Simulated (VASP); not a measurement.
Wanted: the native input for a VASP 6.6.1 run.

| Quantity | Value |
| --- | --- |
| Task | G0W0 quasiparticle levels |
| Functional | PBE |
| Potentials or basis | VASP PAW PBE potentials, release 64 (K_sv_GW, Br_GW) |
| Cutoff | 500 eV |
| k mesh | 4 × 4 × 4 |
| Occupations | gaussian, width 0.01 eV |
| Spin | no spin polarisation |
| Dipole correction | no |
| GW scheme | G0W0 |
| GW iterations | 1 |
| Cutoff of the response function | 100 |
| Frequency points | 96 |
| Empty bands | 163 |
| Further INCAR settings | ALGO = EVGW0; EDIFF = 1e-08; NBANDS = 171 |

The system is KBr.

```
CELL_PARAMETERS angstrom
0.00000 3.30244 3.30244
3.30244 0.00000 3.30244
3.30244 3.30244 0.00000
ATOMIC_POSITIONS crystal
K 0.00000 0.00000 0.00000
Br 0.50000 0.50000 0.50000
```

The input as run:

POSCAR

```
KBr
1.0
    0.0000000000      3.3024387157      3.3024387157
    3.3024387157      0.0000000000      3.3024387157
    3.3024387157      3.3024387157      0.0000000000
K Br
1 1
Direct
    0.0000000000      0.0000000000      0.0000000000
    0.5000000000      0.5000000000      0.5000000000
```

INCAR.step1

```
SYSTEM = KBr
PREC = Accurate ; ENCUT = 500
EDIFF = 1E-8 ; ISMEAR = 0
SIGMA = 0.01 ; LREAL = .FALSE.
LASPH = .TRUE. ; NELM = 80
ALGO = Normal ; LWAVE = .TRUE.
LCHARG = .FALSE. ; GGA = PE
```

INCAR.step2

```
SYSTEM = KBr
PREC = Accurate ; ENCUT = 500
EDIFF = 1E-8 ; ISMEAR = 0
SIGMA = 0.01 ; LREAL = .FALSE.
LASPH = .TRUE. ; NELM = 1
ALGO = Exact ; LWAVE = .TRUE.
LCHARG = .FALSE. ; GGA = PE
NBANDS = 171 ; LOPTICS = .TRUE.
ISTART = 1
```

INCAR.step3

```
SYSTEM = KBr
PREC = Accurate ; ENCUT = 500
EDIFF = 1E-8 ; ISMEAR = 0
SIGMA = 0.01 ; LREAL = .FALSE.
LASPH = .TRUE. ; ALGO = EVGW0
LWAVE = .FALSE. ; LCHARG = .FALSE.
GGA = PE ; NELMGW = 1
NBANDS = 171 ; ENCUTGW = 100.0
NOMEGA = 96 ; PRECFOCK = Fast
ISTART = 1 ; NBANDSGW = 16
OMEGAMAX = 20
```

KPOINTS

```
Automatic mesh
0
G
  4 4 4
  0 0 0
```

Potentials or basis: VASP PAW PBE potentials, release 64 (K_sv_GW, Br_GW).

The run is started by

```sh
$ cat potpaw_PBE.64/K_sv_GW/POTCAR potpaw_PBE.64/Br_GW/POTCAR > POTCAR
$ cp INCAR.step1 INCAR
$ mpirun -np 1 vasp_std > vasp.out
$ cp INCAR.step2 INCAR
$ mpirun -np 1 vasp_std > vasp.out
$ cp INCAR.step3 INCAR
$ mpirun -np 1 vasp_std > vasp.out
```

It gave:

```
Quasiparticle gap                                   : 6.88 eV
Least direct quasiparticle gap                      : 6.88 eV
Band gap of the starting levels on the mesh         : 4.42 eV
Least direct gap of the starting levels on the mesh : 4.42 eV
```

Caveat: the k points lie up to 0.41 Å⁻¹ apart; bands, screening cutoff and mesh are small and nothing is extrapolated, so the quasiparticle values aren't converged.

It took 9.2 min on 1 thread of Intel(R) Xeon(R) Platinum 8375C CPU @ 2.90GHz (Ice Lake) (shared host), peak memory 0.96 GiB.
